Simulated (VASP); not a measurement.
Set up this calculation in VASP 6.6.1, as the native input.

```yaml
Task: relaxation of cell and atoms
Functional: PBEsol
Dispersion: D4
Potentials_or_basis: VASP PAW PBE potentials, release 64 (Mg)
Cutoff: 600 eV
k_mesh: 10 × 10 × 5
Occupations: fermi-dirac, width 0.05 eV
Spin: no spin polarisation
Dipole_correction: no
Further_INCAR_settings: ALGO = Normal; EDIFF = 1e-07; IBRION = 2; EDIFFG = -0.01; NSW = 80; ISIF = 3
```

The structure of Mg lies in POSCAR:

```
Mg
1.0
    3.2093000000      0.0000000000      0.0000000000
   -1.6046500000      2.7793353284      0.0000000000
    0.0000000000      0.0000000000      5.2103000000
Mg
2
Direct
    0.6666666667      0.3333333333      0.7500000000
    0.3333333333      0.6666666667      0.2500000000
```

These files were run (other wordings do the same):

INCAR

```
SYSTEM = Mg
PREC = Accurate
ENCUT = 600
EDIFF = 1E-7
ISMEAR = -1
SIGMA = 0.05
LREAL = .FALSE.
LASPH = .TRUE.
NELM = 80
ALGO = Normal
ISIF = 3
LWAVE = .FALSE.
LCHARG = .FALSE.
GGA = PS
IVDW = 13
IBRION = 2
NSW = 80
EDIFFG = -0.01
```

KPOINTS

```
Automatic mesh
0
G
  10 10 5
  0 0 0
```

Potentials or basis: VASP PAW PBE potentials, release 64 (Mg).

Launch:

```sh
$ cat potpaw_PBE.64/Mg/POTCAR > POTCAR
$ mpirun -np 1 vasp_std > vasp.out
```

Results of the run:

```
Relaxed volume                         : 23.23 Å³/atom
Relaxed cell                           : a = 3.176 Å, b = 3.176 Å, c = 5.320 Å, α = 90.00°, β = 90.00°, γ = 120.00°
Space group after relaxing (to 0.05 Å) : P6_3/mmc (No. 194)
Energy gained by relaxing              : 2.7 meV/atom
Ionic steps                            : 25
Pressure after relaxing                : 0.0 GPa
Band gap on the k mesh                 : zero (band 2 reaches 3.09 eV, above the bottom of band 3 at 1.01 eV)
Dispersion energy per atom             : -0.093 eV
```

Caveat: the PAW data sets were made with another functional, which shifts forces and pressure a little; pairwise dispersion overbinds metals, which lowers pressure and volume.

Run time: 66 s on 1 thread of Intel(R) Xeon(R) 6975P-C (Granite Rapids), on a shared host, peak memory 0.19 GiB.
